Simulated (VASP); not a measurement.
# Na (Fm-3m) in VASP: notebook, part 2 of 2

VASP 6.6.1.

### 4 Relaxation of cell and atoms, PBE, target pressure 9.4 GPa, at which the enthalpy is minimised

The input, INCAR:

```
  PREC = Accurate
  ENCUT = 600
  EDIFF = 1E-6
  ISMEAR = -1
  SIGMA = 0.08
  LREAL = False
  LASPH = True
  NELM = 60
  ALGO = Normal
  ISIF = 3
  LWAVE = False
  LCHARG = False
  GGA = PE
  IBRION = 2
  NSW = 60
  EDIFFG = -0.005
  PSTRESS = 94.0
```

The input, KPOINTS:

```
Automatic mesh
0
Gamma
  15 15 15
```

The input, POSCAR:

```
Na
1.0
    0.0000000000      2.2472675306      2.2472675306
    2.2472675306      0.0000000000      2.2472675306
    2.2472675306      2.2472675306      0.0000000000
Na
1
Direct
    0.0000000000      0.0000000000      0.0000000000
```

The run is started by

```
cat potpaw_PBE.64/Na_pv/POTCAR > POTCAR
mpirun -np 1 vasp_std > vasp.out
```

Run time: 21 s. Hardware: 1 thread of AMD EPYC 9R45 (Zen 5), shared host; peak memory 0.13 GiB.

The run converged. Its results:

```yaml
Free_energy: -1.0278 eV
Relaxed_volume: 22.69 Å³/atom
Relaxed_cell: a = 3.178 Å, b = 3.178 Å, c = 3.178 Å, α = 60.00°, β = 60.00°, γ = 60.00°
Space_group_after_relaxing_to_0.1_Å: Fm-3m (No. 225)
Energy_change_on_relaxing_the_run_minimises_the_enthalpy: +0.2 meV/atom
Ionic_steps: 4
Pressure_after_relaxing: 9.4 GPa
Band_gap_on_the_k_mesh: zero (an odd number of electrons rules out a gap without spin polarisation)
```

Step by step:
| step | energy change (eV) | largest force (eV/Å) | pressure (GPa) | volume (Å³) |
| --- | --- | --- | --- | --- |
| 1 | 0.0000 | 0.0000 | 9.35 | 22.70 |
| 2 | 0.0015 | 0.0000 | 9.51 | 22.67 |
| 3 | 0.0005 | 0.0000 | 9.46 | 22.69 |
| 4 | 0.0002 | 0.0000 | 9.42 | 22.69 |

Final structure:
```xyz
1
Lattice="0.0000 2.2471 2.2471 2.2471 0.0000 2.2471 2.2471 2.2471 0.0000" Properties=species:S:1:pos:R:3 pbc="T T T"
Na    0.0000    0.0000    0.0000
```

Levels at points of the mesh, in eV from the Fermi level:
```
           k point  band 1  band 2  band 3  band 4  band 5  band 6  band 7
(0.00, 0.00, 0.00)  -24.75  -24.75  -24.75   -4.49   14.38   14.38   14.38
```

Caveat: the cell is relaxed towards a set pressure, so the run minimises the enthalpy, not the energy.

### 5 Relaxation of cell and atoms, PBE, target pressure 9.4 GPa, at which the enthalpy is minimised

The input, INCAR:

```
SYSTEM = Na
PREC = Accurate
ENCUT = 600
EDIFF = 1E-7
ISMEAR = -1
SIGMA = 0.08
LREAL = .FALSE.
LASPH = .TRUE.
NELM = 80
ALGO = Normal
ISIF = 3
LWAVE = .FALSE.
LCHARG = .FALSE.
GGA = PE
IBRION = 2
NSW = 32
EDIFFG = -0.005
PSTRESS = 94.0
```

The input, KPOINTS:

```
Automatic mesh
0
G
  15 15 15
  0 0 0
```

The input, POSCAR:

```
Na
1.0
    0.0000000000      2.2477676706      2.2477676706
    2.2477676706      0.0000000000      2.2477676706
    2.2477676706      2.2477676706      0.0000000000
Na
1
Direct
    0.0000000000      0.0000000000      0.0000000000
```

Potentials or basis: VASP PAW PBE potentials, release 64 (Na_pv).

The run is started by

```
cat potpaw_PBE.64/Na_pv/POTCAR > POTCAR
mpirun -np 1 vasp_std > vasp.out
```

OUTCAR:

```text
SYSTEM = Na
   PREC = Accurate
   ENCUT = 600
   EDIFF = 1E-7
   ISMEAR = -1
   LREAL = .FALSE.
   LASPH = .TRUE.
   NELM = 80
   ISIF = 3
   GGA = PE
   IBRION = 2
   NSW = 32
   EDIFFG = -0.005
   PSTRESS = 94.0

 ion  position               nearest neighbor table
   1  0.000  0.000  0.000-

  LATTYP: Found a face centered cubic cell.
 ALAT       =     4.4955353412

  Lattice vectors:

 A1 = (   0.0000000000,   2.2477676706,   2.2477676706)
 A2 = (   2.2477676706,   0.0000000000,   2.2477676706)
 A3 = (   2.2477676706,   2.2477676706,   0.0000000000)

Analysis of symmetry for initial positions (statically):
=====================================================================
 Subroutine PRICEL returns:
 Original cell was already a primitive cell.

 Routine SETGRP: Setting up the symmetry group for a
 face centered cubic supercell.
[... 318 lines left out ...]
  ext. energy  EPLUGINS =         0.00000000
  ---------------------------------------------------
  free energy    TOTEN  =        -1.02859066 eV

  energy without entropy =       -1.01993088  energy(sigma->0) =       -1.02426077

 E-fermi :   2.2179     XC(G=0):  -7.9414

 val. band max:        2.1923453299   @ k =  -0.2000   0.3333   0.1333
 cond. band min:       2.2754935701   @ k =  -0.3333   0.2000   0.0667
 fundamental gap:      0.0831482402
 Fermi energy:         2.2178724668

 k-point     1 :       0.0000    0.0000    0.0000
  band No.  band energies     occupation
      1     -22.5316      2.00000
      2     -22.5316      2.00000
      3     -22.5316      2.00000
      4      -2.2733      2.00000
      5      16.5910      0.00000
      6      16.5910      0.00000
      7      16.5910      0.00000
[... 221 lines left out ...]
 k-point    24 :       0.2000    0.1333    0.0000
  band No.  band energies     occupation
      1     -22.5832      2.00000
      2     -22.5470      2.00000
      3     -22.5456      2.00000
      4      -1.3347      2.00000
      5      12.4273      0.00000
      6      14.6257      0.00000
      7      14.6993      0.00000

 [... further k-points ...]
[... 5 lines left out ...]
  --------------------------------------------------------------------------------------
  -------------------------------------------------------------------------------------
  Total        1.3372657      1.3372657      1.3372657      0.0000000      0.0000000      0.0000000
  in kB       94.3526655     94.3526655     94.3526655      0.0000000      0.0000000      0.0000000
  external PRESSURE =       0.3526655 kB  Pullay stress =      94.0000000 kB
[... 20 lines left out ...]
  energy  without entropy=       -1.0199308774  energy(sigma->0) =       -1.02426077

  enthalpy is  TOTEN    =         0.3036766860 eV   P V=        1.3322673460

 reached required accuracy - stopping structural energy minimisation
```

Wall time 29 s (1 thread of AMD EPYC 9R45 (Zen 5), shared host); peak memory 0.12 GiB.

Results:

* Free energy: -1.0286 eV
* Relaxed volume: 22.71 Å³/atom
* Relaxed cell: a = 3.179 Å, b = 3.179 Å, c = 3.179 Å, α = 60.00°, β = 60.00°, γ = 60.00°
* Space group after relaxing (to 0.1 Å): Fm-3m (No. 225)
* Energy change on relaxing (the run minimises the enthalpy): +0.3 meV/atom
* Ionic steps: 5
* Pressure after relaxing: 9.4 GPa
* Band gap on the k mesh: zero (an odd number of electrons rules out a gap without spin polarisation)

Step by step:
| step | energy change (eV) | largest force (eV/Å) | pressure (GPa) | volume (Å³) |
| --- | --- | --- | --- | --- |
| 1 | 0.0000 | 0.0000 | 9.31 | 22.71 |
| 2 | 0.0024 | 0.0000 | 9.51 | 22.67 |
| 3 | 0.0011 | 0.0000 | 9.45 | 22.70 |
| 4 | 0.0007 | 0.0000 | 9.44 | 22.70 |
| 5 | 0.0003 | 0.0000 | 9.44 | 22.71 |

Final structure:
```yaml
crystal:
  lattice:
    - [0.00000, 2.24758, 2.24758]
    - [2.24758, 0.00000, 2.24758]
    - [2.24758, 2.24758, 0.00000]
  atoms:
    - { symbol: Na, position: [0.00000, 0.00000, 0.00000] }
```

Caveat: the cell is relaxed towards a set pressure, so the run minimises the enthalpy, not the energy.

### 6 Summary

```csv
task,cell,cutoff (eV),gap on the mesh (eV),pressure (GPa)
single point,"a = 3.179 Å, angles 60.0°, 1 atom",520,none,9.3
relaxation of cell and atoms,"relaxed to 9.4 GPa from a = 3.178 Å, angles 60.0°, 1 atom",600,none,9.4
relaxation of cell and atoms,"relaxed to 9.4 GPa from a = 3.179 Å, angles 60.0°, 1 atom",600,none,9.4
```

Alike in all rows: level PBE; potentials or basis VASP PAW PBE potentials, release 64 (Na_pv); no spin polarisation; k mesh 15 × 15 × 15; smearing fermi-dirac 0.08 eV.

Caveats: the cell is relaxed towards a set pressure, so the run minimises the enthalpy, not the energy (at least some runs); the cell stands under pressure (at least some runs).

Absolute energies hang on the potentials; compare differences alone.
